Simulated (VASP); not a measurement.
A run of VASP 6.6.1 is set up as follows.

Contents of INCAR:

```
PREC = Accurate
ENCUT = 520
EDIFF = 1E-6
ISMEAR = 0
SIGMA = 0.05
LREAL = False
LASPH = True
NELM = 60
ALGO = Normal
ISIF = 2
LWAVE = False
LCHARG = False
GGA = PS
NBANDS = 16
```

The input KPOINTS:

```
Automatic mesh
0
Gamma
  8 8 8
```

File POSCAR:

```
CdTe
1.0
    0.0000000000      3.0013211625      3.2446715270
    3.2446715270      0.0000000000      3.2446715270
    3.2446715270      3.0013211625      0.0000000000
Cd Te
1 1
Direct
    0.0000000000      0.0000000000      0.0000000000
    0.7500000000      0.7500000000      0.7500000000
```

Potentials or basis: VASP PAW PBE potentials, release 64 (Cd, Te).

The run is started by

```bash
$ cat potpaw_PBE.64/Cd/POTCAR potpaw_PBE.64/Te/POTCAR > POTCAR
$ mpirun -np 1 vasp_std > vasp.out
```

(1) What does it give for the pressure?

(2) What does it give for the band gap on the k mesh?

Results:

(1) 4.0 GPa.

(2) 0.72 eV, direct.

Caveat: the cell differs from its parent crystal (strain -0.0750 x Voigt [0, 1, 0, 0, 0, 0]); the PAW data sets were made with another functional, which shifts forces and pressure a little; spin-orbit coupling is left out, which moves the levels of the heavy elements.
